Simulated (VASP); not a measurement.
# SnSe in VASP: single point with r2SCAN

Aim: the single point of SnSe with r2SCAN.

All numbers are computed with VASP 6.6.1; they aren't measurements. Logs are shortened: lines on timing, memory, paths and dates and some standing lists are left out, and cuts for length are marked.

### Step 1. The cell of the first run

The cell holds a slab with vacuum, 4 atoms: a = 4.232 Å, b = 4.232 Å, c = 10.984 Å, α = 90.00°, β = 90.00°, γ = 90.00°.

### Step 2. Single point, r2SCAN

File POSCAR:

```
SnSe
1.0
    4.2320494802      0.0000000000      0.0000000000
    0.0000000000      4.2320494802      0.0000000000
    0.0000000000      0.0000000000     10.9844781960
Sn Se
2 2
Direct
    0.5000000000      0.0000000000      0.3781194285
    0.0000000000      0.5000000000      0.6218805715
    0.5000000000      0.0000000000      0.6230943457
    0.0000000000      0.5000000000      0.3769056543
```

File INCAR.step1:

```
ALGO = Normal ; EDIFF = 1E-5
ENCUT = 550 ; GGA = PE
GGA_COMPAT = False ; ISMEAR = 0
LASPH = True ; LCHARG = False
LREAL = False ; LWAVE = True
NBANDS = 28 ; NELM = 120
PREC = Accurate ; SIGMA = 0.02
```

File INCAR.step2:

```
ALGO = Normal ; EDIFF = 1E-6
ENCUT = 550 ; GGA_COMPAT = False
ISIF = 2 ; ISMEAR = 0
ISTART = 1 ; LASPH = True
LCHARG = False ; LMIXTAU = True
LREAL = False ; LWAVE = False
METAGGA = R2SCAN ; NBANDS = 28
NELM = 120 ; PREC = Accurate
SIGMA = 0.02
```

File KPOINTS:

```
k-points
0
Gamma
  6 6 4
```

Potentials or basis: VASP PAW PBE potentials, release 64 (Sn_d, Se).

Run with:

```
cat potpaw_PBE.64/Sn_d/POTCAR potpaw_PBE.64/Se/POTCAR > POTCAR
cp INCAR.step1 INCAR
mpirun -np 1 vasp_std > vasp.out
cp INCAR.step2 INCAR
mpirun -np 1 vasp_std > vasp.out
```

OUTCAR:

```text
EDIFF = 1E-6
   ENCUT = 550
   ISIF = 2
   ISMEAR = 0
   ISTART = 1
   LASPH = True
   LREAL = False
   METAGGA = R2SCAN
   NELM = 120
   PREC = Accurate

 ion  position               nearest neighbor table
   1  0.500  0.000  0.378-   3 2.69   4 2.99   4 2.99   4 2.99   4 2.99
   2  0.000  0.500  0.622-   4 2.69   3 2.99   3 2.99   3 2.99   3 2.99
   3  0.500  0.000  0.623-   1 2.69   2 2.99   2 2.99   2 2.99   2 2.99
   4  0.000  0.500  0.377-   2 2.69   1 2.99   1 2.99   1 2.99   1 2.99

  LATTYP: Found a simple tetragonal cell.
 ALAT       =     4.2320494802
 C/A-ratio  =     2.5955457864

  Lattice vectors:

 A1 = (   4.2320494802,   0.0000000000,   0.0000000000)
 A2 = (   0.0000000000,   4.2320494802,   0.0000000000)
 A3 = (   0.0000000000,   0.0000000000,  10.9844781960)

Analysis of symmetry for initial positions (statically):
=====================================================================
 Subroutine PRICEL returns:
 Original cell was already a primitive cell.

 Routine SETGRP: Setting up the symmetry group for a
 simple tetragonal supercell.

 Subroutine GETGRP returns: Found 16 space group operations
 (whereof  8 operations were pure point group operations)
 out of a pool of 16 trial point group operations.

The static configuration has the point symmetry D_2d.
 The point group associated with its full space group is D_4h.

Analysis of symmetry for dynamics (positions and initial velocities):
=====================================================================
 Subroutine PRICEL returns:
 Original cell was already a primitive cell.

 Routine SETGRP: Setting up the symmetry group for a
 simple tetragonal supercell.

 Subroutine GETGRP returns: Found 16 space group operations
 (whereof  8 operations were pure point group operations)
 out of a pool of 16 trial point group operations.

The dynamic configuration has the point symmetry D_2d.
 The point group associated with its full space group is D_4h.

 Subroutine INISYM returns: Found 16 space group operations
 (whereof  8 operations are pure point group operations),
 and found     1 'primitive' translations

----------------------------------------------------------------------------------------

                                     Primitive cell

  volume of cell :     196.7347

  direct lattice vectors                    reciprocal lattice vectors
     4.232049480  0.000000000  0.000000000     0.236292133  0.000000000  0.000000000
     0.000000000  4.232049480  0.000000000     0.000000000  0.236292133  0.000000000
     0.000000000  0.000000000 10.984478196     0.000000000  0.000000000  0.091037552

  length of vectors
     4.232049480  4.232049480 10.984478196     0.236292133  0.236292133  0.091037552

  position of ions in fractional coordinates (direct lattice)
     0.500000000  0.000000000  0.378119428
     0.000000000  0.500000000  0.621880572
     0.500000000  0.000000000  0.623094346
     0.000000000  0.500000000  0.376905654

  ion indices of the primitive-cell ions
   primitive index   ion index
                 1           1
                 2           2
                 3           3
                 4           4

----------------------------------------------------------------------------------------

 KPOINTS: k-points

Automatic generation of k-mesh.
 Grid dimensions read from file:
 generate k-points for:    6    6    4

 Generating k-lattice:

  Cartesian coordinates                     Fractional coordinates (reciprocal lattice)
     0.039382022  0.000000000  0.000000000     0.166666667  0.000000000  0.000000000
     0.000000000  0.039382022  0.000000000     0.000000000  0.166666667  0.000000000
     0.000000000  0.000000000  0.022759388     0.000000000  0.000000000  0.250000000

  Length of vectors
     0.039382022  0.039382022  0.022759388

  Shift w.r.t. Gamma in fractional coordinates (k-lattice)
     0.000000000  0.000000000  0.000000000

 Subroutine IBZKPT returns following result:
 ===========================================

 Found     30 irreducible k-points:

 Following reciprocal coordinates:
            Coordinates               Weight
  0.000000  0.000000  0.000000      1.000000
  0.166667  0.000000  0.000000      4.000000
  0.333333  0.000000  0.000000      4.000000
  0.500000  0.000000  0.000000      2.000000
  0.166667  0.166667  0.000000      4.000000
  0.333333  0.166667  0.000000      8.000000
[... 16 lines left out ...]
  0.333333  0.000000  0.500000      4.000000
  0.500000  0.000000  0.500000      2.000000
 [... further k-points ...]
   k-points           NKPTS =     30   k-points in BZ     NKDIM =     30   number of bands    NBANDS=     28
   number of dos      NEDOS =    301   number of ions     NIONS =      4
   total plane-waves  NPLWV =  86016
   dimension x,y,z NGX =    32 NGY =   32 NGZ =   84
   dimension x,y,z NGXF=    64 NGYF=   64 NGZF=  168
   ions per type =               2   2
   NGX,Y,Z   is equivalent  to a cutoff of  12.57, 12.57, 12.71 a.u.
   NGXF,Y,Z  is equivalent  to a cutoff of  25.14, 25.14, 25.43 a.u.
 SYSTEM =  unknown system
   PREC   = accura    normal or accurate (medium, high low for compatibility)
   ISTART =      1    job   : 0-new  1-cont  2-samecut
   ICHARG =      0    charge: 1-file 2-atom 10-const
   ISPIN  =      1    spin polarized calculation?
   LNONCOLLINEAR =      F non collinear calculations
   LSORBIT =      F    spin-orbit coupling
   LASPH  =      T    aspherical Exc in radial PAW
   ENCUT  =  550.0 eV  40.42 Ry    6.36 a.u.   8.09  8.09 21.00*2*pi/ulx,y,z
   NELM   =    120;   NELMIN=  2; NELMDL=  0     # of ELM steps
   EDIFF  = 0.1E-05   stopping-criterion for ELM
   LREAL  =      F    real-space projection
   EDIFFG = 0.1E-04   stopping-criterion for IOM
   NSW    =      0    number of steps for IOM
   IBRION =     -1    ionic relax: 0-MD 1-quasi-New 2-CG
   NFREE  =      0    steps in history (QN), initial steepest desc. (CG)
   ISIF   =      2    stress and relaxation
   ISYM   =      2    0-nonsym 1-usesym 2-fastsym
   POTIM  = 0.5000    time-step for ionic-motion
   TEBEG  =    0.0;   TEEND  =   0.0 temperature during run
   PSTRESS=    0.0 pullay stress
   NELECT =      40.0000    total number of electrons
   NUPDOWN=      -1.0000    fix difference up-down
   EMIN   =  10.00;   EMAX   =-10.00  energy-range for DOS
   EFERMI =   0.00;   METHOD = LEGACY
   ISMEAR =     0;   SIGMA  =   0.02  broadening in eV -4-tet -1-fermi 0-gaus
   EFERMI_NEDOS =   21; number of points for ismear=-14 and -15
   IALGO  =     38    algorithm
   IMIX   =      4    mixing-type and parameters
     AMIX     =   0.40;   BMIX     =  1.00
     AMIX_MAG =   1.60;   BMIX_MAG =  1.00
  volume/ion in A,a.u.               =      49.18       331.91
  Fermi-wavevector in a.u.,A,eV,Ry     =   0.962649  1.819142 12.608419  0.926693
  Thomas-Fermi vector in A             =   2.092126
   LORBIT       =      0    0 simple, 1 ext, 2 COOP (PROOUT), +10 PAW based schemes
   METAGGA = R2SCAN    functional components
   LHFCALC =     F    Hartree Fock is set to
   AEXX    =    0.0000 exact exchange contribution
   IVDW    =     0    specifies the selected vdW correction
   LEPSILON=     F    determine dielectric tensor
   LRPA    =     F    only Hartree local field effects (RPA)
 non-spin polarized calculation
 Gauss-broadening in eV      SIGMA  =   0.02
  energy-cutoff  :      550.00
  volume of cell :      196.73
 maximum number of plane-waves:      5816
   NGX = 17   NGY = 17   NGZ = 43

 number of electron      40.0000011 magnetization

 Free energy of the ion-electron system (eV)
  ---------------------------------------------------
  ext. energy  EPLUGINS =         0.00000000
  ---------------------------------------------------
  free energy    TOTEN  =       -79.53754199 eV

  energy without entropy =      -79.53754199  energy(sigma->0) =      -79.53754199

 E-fermi :   0.8509     XC(G=0):  -6.2727

 val. band max:        0.7461849847   @ k =   0.3333   0.0000   0.5000
 cond. band min:       2.4674776251   @ k =   0.5000   0.0000   0.0000
 fundamental gap:      1.7212926404
 Fermi energy:         0.8508630463

 k-point     1 :       0.0000    0.0000    0.0000
  band No.  band energies     occupation
      1     -21.1372      2.00000
      2     -21.1356      2.00000
      3     -21.1327      2.00000
      4     -21.1277      2.00000
      5     -21.1223      2.00000
      6     -21.0966      2.00000
[... 20 lines left out ...]
     27       6.7781      0.00000
     28       6.8014      0.00000

 k-point     2 :       0.1667    0.0000    0.0000
  band No.  band energies     occupation
      1     -21.1348      2.00000
      2     -21.1341      2.00000
      3     -21.1306      2.00000
      4     -21.1261      2.00000
      5     -21.1256      2.00000
      6     -21.0971      2.00000
[... 20 lines left out ...]
     27       6.1297      0.00000
     28       6.4656      0.00000

 k-point     3 :       0.3333    0.0000    0.0000
  band No.  band energies     occupation
      1     -21.1386      2.00000
      2     -21.1338      2.00000
      3     -21.1289      2.00000
      4     -21.1229      2.00000
      5     -21.1173      2.00000
      6     -21.0991      2.00000
[... 20 lines left out ...]
     27       5.9789      0.00000
     28       7.7189      0.00000

 k-point     4 :       0.5000    0.0000    0.0000
  band No.  band energies     occupation
      1     -21.1389      2.00000
      2     -21.1389      2.00000
      3     -21.1241      2.00000
      4     -21.1241      2.00000
      5     -21.1054      2.00000
      6     -21.1054      2.00000
[... 578 lines left out ...]
     27       6.1659      0.00000
     28       6.4711      0.00000

 k-point    23 :       0.3333    0.0000    0.5000
  band No.  band energies     occupation
      1     -21.1386      2.00000
      2     -21.1338      2.00000
      3     -21.1289      2.00000
      4     -21.1229      2.00000
      5     -21.1173      2.00000
      6     -21.0991      2.00000
[... 20 lines left out ...]
     27       6.6464      0.00000
     28       7.4639      0.00000

 k-point    24 :       0.5000    0.0000    0.5000
  band No.  band energies     occupation
      1     -21.1389      2.00000
      2     -21.1389      2.00000
      3     -21.1241      2.00000
      4     -21.1241      2.00000
      5     -21.1053      2.00000
      6     -21.1053      2.00000
[... 20 lines left out ...]
     27       7.4775      0.00000
     28       7.4775      0.00000

 [... further k-points ...]

------------------------ aborting loop because EDIFF is reached ----------------------------------------

  FORCE on cell =-STRESS in cart. coord.  units (eV):
  Direction    XX          YY          ZZ          XY          YZ          ZX
  --------------------------------------------------------------------------------------
  -------------------------------------------------------------------------------------
  Total        1.4354456      1.4354456      0.1377348      0.0000000      0.0000000      0.0000000
  in kB       11.6900509     11.6900509      1.1216910      0.0000000      0.0000000      0.0000000
  external PRESSURE =       8.1672643 kB  Pullay stress =       0.0000000 kB

 VOLUME and BASIS-vectors are now :
 -----------------------------------------------------------------------------
  energy-cutoff  :      550.00
  volume of cell :      196.73
      direct lattice vectors                 reciprocal lattice vectors
     4.232049480  0.000000000  0.000000000     0.236292133  0.000000000  0.000000000
     0.000000000  4.232049480  0.000000000     0.000000000  0.236292133  0.000000000
     0.000000000  0.000000000 10.984478196     0.000000000  0.000000000  0.091037552

 POSITION                                       TOTAL-FORCE (eV/Angst)
 -----------------------------------------------------------------------------------
      2.11602      0.00000      4.15344        -0.000000      0.000000     -0.144473
      0.00000      2.11602      6.83103         0.000000      0.000000      0.144473
      2.11602      0.00000      6.84437        -0.000000      0.000000     -0.077346
      0.00000      2.11602      4.14011        -0.000000      0.000000      0.077346
 -----------------------------------------------------------------------------------
    total drift:                                0.000000      0.000000      0.000000

  FREE ENERGIE OF THE ION-ELECTRON SYSTEM (eV)
  ---------------------------------------------------
  free  energy   TOTEN  =       -79.5375419876 eV

  energy  without entropy=      -79.5375419876  energy(sigma->0) =      -79.53754199
```

It took 16 min on 1 thread of Oxide Virtual Turin-like, shared host; peak memory 0.38 GiB.

What came out:

```yaml
Free_energy: -79.5375 eV
Largest_force: 0.144 eV/Å
Band_gap_on_the_k_mesh: 1.72 eV (least direct gap 1.74 eV)
```

Forces in eV/Å, atoms in the order of the input:
```
Sn   0.000  0.000 -0.144
Sn   0.000  0.000  0.144
Se   0.000  0.000 -0.077
Se   0.000  0.000  0.077
```

Caveat: there is no dipole correction, which matters where the two faces differ; the PAW data sets were made with another functional, which shifts forces and pressure a little; spin-orbit coupling is left out, which moves the levels of the heavy elements.
